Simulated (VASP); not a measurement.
# Sb (Pm-3m) in VASP: a series of runs, part 2 of 2

VASP 6.6.1.

## 4. Single point, PBE

The input, INCAR:

```
PREC     = Accurate       # precision mode
ENCUT    = 500            # plane-wave cutoff, eV
EDIFF    = 1E-6           # SCF threshold, eV
ISMEAR   = 0              # smearing method
SIGMA    = 0.020999999999999998 # smearing width, eV
LREAL    = F              # projectors in reciprocal space
LASPH    = T              # aspherical terms in the spheres
NELM     = 120            # most SCF steps
ALGO     = Normal         # electronic algorithm
ISIF     = 2              # what is computed and relaxed
LWAVE    = F              # write WAVECAR
LCHARG   = F              # write CHGCAR
GGA      = PE             # functional
NBANDS   = 8              # bands
GGA_COMPAT= F
```

The input, KPOINTS:

```
regular mesh
0
Gamma
  8 8 8
```

The input, POSCAR:

```
Sb
1.0
    3.1600000000      0.0000000000      0.0000000000
    0.0000000000      3.1600000000      0.0000000000
    0.0000000000      0.0000000000      3.1600000000
Sb
1
Direct
    0.0000000000      0.0000000000      0.0000000000
```

Potentials or basis: VASP PAW PBE potentials, release 64 (Sb).

Launch:

```
$ cat potpaw_PBE.64/Sb/POTCAR > POTCAR
$ mpirun -np 1 vasp_std > vasp.out
```

OUTCAR:

```text
PREC = Accurate
   ENCUT = 500
   EDIFF = 1E-6
   ISMEAR = 0
   LREAL = F
   LASPH = T
   NELM = 120
   ISIF = 2
   GGA = PE

 ion  position               nearest neighbor table
   1  0.000  0.000  0.000-

  LATTYP: Found a simple cubic cell.
 ALAT       =     3.1600000000

  Lattice vectors:

 A1 = (   3.1600000000,   0.0000000000,   0.0000000000)
 A2 = (   0.0000000000,   3.1600000000,   0.0000000000)
 A3 = (   0.0000000000,   0.0000000000,   3.1600000000)

Analysis of symmetry for initial positions (statically):
=====================================================================
 Subroutine PRICEL returns:
 Original cell was already a primitive cell.

 Routine SETGRP: Setting up the symmetry group for a
 simple cubic supercell.

 Subroutine GETGRP returns: Found 48 space group operations
 (whereof 48 operations were pure point group operations)
 out of a pool of 48 trial point group operations.

The static configuration has the point symmetry O_h .

Analysis of symmetry for dynamics (positions and initial velocities):
=====================================================================
 Subroutine PRICEL returns:
 Original cell was already a primitive cell.

 Routine SETGRP: Setting up the symmetry group for a
 simple cubic supercell.

 Subroutine GETGRP returns: Found 48 space group operations
 (whereof 48 operations were pure point group operations)
 out of a pool of 48 trial point group operations.

The dynamic configuration has the point symmetry O_h .

 Subroutine INISYM returns: Found 48 space group operations
 (whereof 48 operations are pure point group operations),
 and found     1 'primitive' translations

----------------------------------------------------------------------------------------

                                     Primitive cell

  volume of cell :      31.5545

  direct lattice vectors                    reciprocal lattice vectors
     3.160000000  0.000000000  0.000000000     0.316455696  0.000000000  0.000000000
     0.000000000  3.160000000  0.000000000     0.000000000  0.316455696  0.000000000
     0.000000000  0.000000000  3.160000000     0.000000000  0.000000000  0.316455696

  length of vectors
     3.160000000  3.160000000  3.160000000     0.316455696  0.316455696  0.316455696

  position of ions in fractional coordinates (direct lattice)
     0.000000000  0.000000000  0.000000000

  ion indices of the primitive-cell ions
   primitive index   ion index
                 1           1

----------------------------------------------------------------------------------------

 KPOINTS: regular mesh

Automatic generation of k-mesh.
 Grid dimensions read from file:
 generate k-points for:    8    8    8

 Generating k-lattice:

  Cartesian coordinates                     Fractional coordinates (reciprocal lattice)
     0.039556962  0.000000000  0.000000000     0.125000000  0.000000000  0.000000000
     0.000000000  0.039556962  0.000000000     0.000000000  0.125000000  0.000000000
     0.000000000  0.000000000  0.039556962     0.000000000  0.000000000  0.125000000

  Length of vectors
     0.039556962  0.039556962  0.039556962

  Shift w.r.t. Gamma in fractional coordinates (k-lattice)
     0.000000000  0.000000000  0.000000000

 Subroutine IBZKPT returns following result:
 ===========================================

 Found     35 irreducible k-points:

 Following reciprocal coordinates:
            Coordinates               Weight
  0.000000  0.000000  0.000000      1.000000
  0.125000  0.000000  0.000000      6.000000
  0.250000  0.000000  0.000000      6.000000
  0.375000  0.000000  0.000000      6.000000
  0.500000  0.000000  0.000000      3.000000
  0.125000  0.125000  0.000000     12.000000
[... 16 lines left out ...]
  0.375000  0.375000  0.125000     24.000000
  0.500000  0.375000  0.125000     24.000000
 [... further k-points ...]
   k-points           NKPTS =     35   k-points in BZ     NKDIM =     35   number of bands    NBANDS=      8
   number of dos      NEDOS =    301   number of ions     NIONS =      1
   total plane-waves  NPLWV =  13824
   dimension x,y,z NGX =    24 NGY =   24 NGZ =   24
   dimension x,y,z NGXF=    48 NGYF=   48 NGZF=   48
   ions per type =               1
   NGX,Y,Z   is equivalent  to a cutoff of  12.63, 12.63, 12.63 a.u.
   NGXF,Y,Z  is equivalent  to a cutoff of  25.25, 25.25, 25.25 a.u.
 SYSTEM =  unknown system
   PREC   = accura    normal or accurate (medium, high low for compatibility)
   ISTART =      0    job   : 0-new  1-cont  2-samecut
   ICHARG =      2    charge: 1-file 2-atom 10-const
   ISPIN  =      1    spin polarized calculation?
   LNONCOLLINEAR =      F non collinear calculations
   LSORBIT =      F    spin-orbit coupling
   LASPH  =      T    aspherical Exc in radial PAW
   ENCUT  =  500.0 eV  36.75 Ry    6.06 a.u.   5.76  5.76  5.76*2*pi/ulx,y,z
   NELM   =    120;   NELMIN=  2; NELMDL= -5     # of ELM steps
   EDIFF  = 0.1E-05   stopping-criterion for ELM
   LREAL  =      F    real-space projection
   EDIFFG = 0.1E-04   stopping-criterion for IOM
   NSW    =      0    number of steps for IOM
   IBRION =     -1    ionic relax: 0-MD 1-quasi-New 2-CG
   NFREE  =      0    steps in history (QN), initial steepest desc. (CG)
   ISIF   =      2    stress and relaxation
   ISYM   =      2    0-nonsym 1-usesym 2-fastsym
   POTIM  = 0.5000    time-step for ionic-motion
   TEBEG  =    0.0;   TEEND  =   0.0 temperature during run
   PSTRESS=    0.0 pullay stress
   NELECT =       5.0000    total number of electrons
   NUPDOWN=      -1.0000    fix difference up-down
   EMIN   =  10.00;   EMAX   =-10.00  energy-range for DOS
   EFERMI =   0.00;   METHOD = LEGACY
   ISMEAR =     0;   SIGMA  =   0.02  broadening in eV -4-tet -1-fermi 0-gaus
   EFERMI_NEDOS =   21; number of points for ismear=-14 and -15
   IALGO  =     38    algorithm
   IMIX   =      4    mixing-type and parameters
     AMIX     =   0.40;   BMIX     =  1.00
     AMIX_MAG =   1.60;   BMIX_MAG =  1.00
  volume/ion in A,a.u.               =      31.55       212.94
  Fermi-wavevector in a.u.,A,eV,Ry     =   0.885886  1.674081 10.677766  0.784794
  Thomas-Fermi vector in A             =   2.006979
   LORBIT       =      0    0 simple, 1 ext, 2 COOP (PROOUT), +10 PAW based schemes
   GGA     = PE    functional components
   LHFCALC =     F    Hartree Fock is set to
   AEXX    =    0.0000 exact exchange contribution
   IVDW    =     0    specifies the selected vdW correction
   LEPSILON=     F    determine dielectric tensor
   LRPA    =     F    only Hartree local field effects (RPA)
 non-spin polarized calculation
 Gauss-broadening in eV      SIGMA  =   0.02
  energy-cutoff  :      500.00
  volume of cell :       31.55
 maximum number of plane-waves:       840
 NGX is ok and might be reduce to    24
   NGX = 11   NGY = 11   NGZ = 11

 number of electron       5.0000001 magnetization

 Free energy of the ion-electron system (eV)
  ---------------------------------------------------
  ext. energy  EPLUGINS =         0.00000000
  ---------------------------------------------------
  free energy    TOTEN  =        -4.06369932 eV

  energy without entropy =       -4.06259463  energy(sigma->0) =       -4.06314697

 E-fermi :   6.3860     XC(G=0):  -9.3891

 val. band max:        6.3844807687   @ k =   0.3750   0.2500   0.1250
 cond. band min:       6.6204134800   @ k =   0.2500   0.2500   0.2500
 fundamental gap:      0.2359327113
 Fermi energy:         6.3860344963

 k-point     1 :       0.0000    0.0000    0.0000
  band No.  band energies     occupation
      1      -5.5255      2.00000
      2       9.5669      0.00000
      3       9.5669      0.00000
      4       9.5669      0.00000
      5      13.3114      0.00000
      6      13.3114      0.00000
      7      14.3652      0.00000
      8      23.7582      0.00000

 k-point     2 :       0.1250    0.0000    0.0000
  band No.  band energies     occupation
      1      -5.3134      2.00000
      2       7.4870      0.00000
      3       9.7711      0.00000
      4       9.7711      0.00000
      5      13.4855      0.00000
      6      14.1041      0.00000
      7      16.1471      0.00000
      8      22.1886      0.00000
[... 221 lines left out ...]
 k-point    23 :       0.3750    0.3750    0.1250
  band No.  band energies     occupation
      1      -1.9011      2.00000
      2       3.8794      2.00000
      3       4.1568      2.00000
      4      10.5218      0.00000
      5      10.8265      0.00000
      6      16.6461      0.00000
      7      16.9996      0.00000
      8      19.4910      0.00000

 k-point    24 :       0.5000    0.3750    0.1250
  band No.  band energies     occupation
      1      -1.3386      2.00000
      2       2.9472      2.00000
      3       4.4427      2.00000
      4       9.8677      0.00000
      5      11.0566      0.00000
      6      16.0531      0.00000
      7      17.3341      0.00000
      8      20.0486      0.00000

 [... further k-points ...]
[... 5 lines left out ...]
  --------------------------------------------------------------------------------------
  -------------------------------------------------------------------------------------
  Total       -0.4517019     -0.4517019     -0.4517019      0.0000000      0.0000000      0.0000000
  in kB      -22.9351319    -22.9351319    -22.9351319      0.0000000      0.0000000      0.0000000
  external PRESSURE =     -22.9351319 kB  Pullay stress =       0.0000000 kB

 VOLUME and BASIS-vectors are now :
 -----------------------------------------------------------------------------
  energy-cutoff  :      500.00
  volume of cell :       31.55
      direct lattice vectors                 reciprocal lattice vectors
     3.160000000  0.000000000  0.000000000     0.316455696  0.000000000  0.000000000
     0.000000000  3.160000000  0.000000000     0.000000000  0.316455696  0.000000000
     0.000000000  0.000000000  3.160000000     0.000000000  0.000000000  0.316455696

 POSITION                                       TOTAL-FORCE (eV/Angst)
 -----------------------------------------------------------------------------------
      0.00000      0.00000      0.00000         0.000000      0.000000      0.000000
 -----------------------------------------------------------------------------------
    total drift:                               -0.000000      0.000000      0.000000

  FREE ENERGIE OF THE ION-ELECTRON SYSTEM (eV)
  ---------------------------------------------------
  free  energy   TOTEN  =        -4.0636993157 eV

  energy  without entropy=       -4.0625946311  energy(sigma->0) =       -4.06314697
```

Run time: 9.9 s. Hardware: 1 thread of Intel Xeon 8259CL, shared host; peak memory 0.14 GiB.

What came out:

```yaml
Free_energy: -4.0637 eV
Pressure: -2.3 GPa
```

Caveat: spin-orbit coupling is left out, which moves the levels of the heavy elements.

## 5. Single point, PBE

The input, INCAR:

```
  ALGO = Normal
  EDIFF = 1E-6
  ENCUT = 500
  GGA = PE
  GGA_COMPAT = False
  ISIF = 2
  ISMEAR = 0
  LASPH = True
  LCHARG = False
  LREAL = False
  LWAVE = False
  NBANDS = 8
  NELM = 120
  PREC = Accurate
  SIGMA = 0.022
```

The input, KPOINTS:

```
k-points
0
Gamma
  8 8 8
```

POSCAR is that of step 4.

Launch:

```
$ cat potpaw_PBE.64/Sb/POTCAR > POTCAR
$ mpirun -np 1 vasp_std > vasp.out
```

Wall time 10 s (1 thread of Intel Xeon 8259CL, shared host); peak memory 0.13 GiB.

The run converged. Its results:

```
Free energy : -4.0638 eV
Pressure    : -2.3 GPa
```

Levels at points of the mesh, in eV from the Fermi level:
| k point | band 1 | band 2 | band 3 | band 4 | band 5 | band 6 |
| --- | --- | --- | --- | --- | --- | --- |
| (0.00, 0.00, 0.00) | -11.91 | 3.18 | 3.18 | 3.18 | 6.93 | 6.93 |
| (0.50, 0.00, 0.00) | -9.69 | -5.14 | 5.01 | 5.01 | 8.90 | 10.50 |
| (0.50, 0.50, 0.00) | -7.36 | -3.23 | -3.23 | 2.44 | 6.84 | 12.45 |
| (0.50, 0.50, 0.50) | -4.79 | -1.45 | -1.45 | -1.45 | 4.97 | 4.97 |

Caveat: spin-orbit coupling is left out, which moves the levels of the heavy elements.

## 6. Overview

| smearing | gap on the mesh (eV) | pressure (GPa) |
| --- | --- | --- |
| gaussian 0.018 eV | none | -2.3 |
| gaussian 0.019 eV | none | -2.3 |
| gaussian 0.021 eV | none | -2.3 |
| gaussian 0.022 eV | none | -2.3 |

Alike in all rows: task single point; level PBE; potentials or basis VASP PAW PBE potentials, release 64 (Sb); no spin polarisation; cell as given; k mesh 8 × 8 × 8; cutoff (eV) 500.

Every run on the cell as given and a fine mesh finds a metal.

Caveats: spin-orbit coupling is left out, which moves the levels of the heavy elements.

Absolute energies hang on the potentials; compare differences alone.
